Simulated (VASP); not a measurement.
Input of a VASP 6.6.1 run:

File POSCAR:

```
CdTe
1.0
    0.0000000000      2.3307963712      2.3307963712
    2.3307963712      0.0000000000      2.3307963712
    2.3307963712      2.3307963712      0.0000000000
Cd Te
1 1
Direct
    0.0000000000      0.0000000000      0.0000000000
    0.5000000000      0.5000000000      0.5000000000
```

The input INCAR.step1:

```
SYSTEM = CdTe
ALGO = Normal
EDIFF = 1E-4
ENCUT = 520
GGA = PE
ISMEAR = -1
LASPH = .True.
LCHARG = .False.
LREAL = .False.
LWAVE = .True.
NBANDS = 16
NELM = 100
PREC = Accurate
SIGMA = 0.08
```

Contents of INCAR.step2:

```
SYSTEM = CdTe
ALGO = Normal
EDIFF = 1E-7
ENCUT = 520
ISIF = 2
ISMEAR = -1
ISTART = 1
LASPH = .True.
LCHARG = .False.
LMIXTAU = .True.
LREAL = .False.
LWAVE = .False.
METAGGA = R2SCAN
NBANDS = 16
NELM = 100
PREC = Accurate
SIGMA = 0.08
```

File KPOINTS:

```
k-points
0
Gamma
  13 13 13
  0 0 0
```

Potentials or basis: VASP PAW PBE potentials, release 64 (Cd, Te).

Launch:

```bash
$ cat potpaw_PBE.64/Cd/POTCAR potpaw_PBE.64/Te/POTCAR > POTCAR
$ cp INCAR.step1 INCAR
$ mpirun -np 1 vasp_std > vasp.out
$ cp INCAR.step2 INCAR
$ mpirun -np 1 vasp_std > vasp.out
```

Task: What does it give for the band gap on the k mesh?

Result: Zero (band 9 reaches 17.94 eV, above the bottom of band 10 at 16.12 eV).

Task: Estimate the pressure.

Result: 292.0 GPa.

Caveat: the PAW data sets were made with another functional, which shifts forces and pressure a little; spin-orbit coupling is left out, which moves the levels of the heavy elements.
